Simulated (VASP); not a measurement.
Input of a VASP 6.6.1 run:

INCAR

```
  PREC = Accurate
  ENCUT = 520
  EDIFF = 1E-6
  ISMEAR = -1
  SIGMA = 0.05
  LREAL = F
  LASPH = T
  NELM = 80
  ALGO = Normal
  ISIF = 2
  LWAVE = F
  LCHARG = F
  NBANDS = 12
```

Contents of KPOINTS:

```
Automatic mesh
0
Gamma
  14 14 14
```

Contents of POSCAR:

```
In
1.0
   -1.5929539507      1.5929539507      2.4234470537
    1.5929539507     -1.5929539507      2.4234470537
    1.5929539507      1.5929539507     -2.4234470537
In
1
Direct
    0.0000000000      0.0000000000      0.0000000000
```

Potentials or basis: VASP PAW LDA potentials, release 64 (In_d).

Run with:

```console
$ cat potpaw_LDA.64/In_d/POTCAR > POTCAR
$ mpirun -np 1 vasp_std > vasp.out
```

Task: What does it give for the pressure?

Result: 0.0 GPa.

Task: Predict the band gap on the k mesh.

Result: Zero (an odd number of electrons rules out a gap without spin polarisation).

Stress tensor (GPa, compression positive):
```
-0.19  0.00  0.00
 0.00 -0.19  0.00
 0.00  0.00  0.40
```

Caveat: spin-orbit coupling is left out, which moves the levels of the heavy elements.
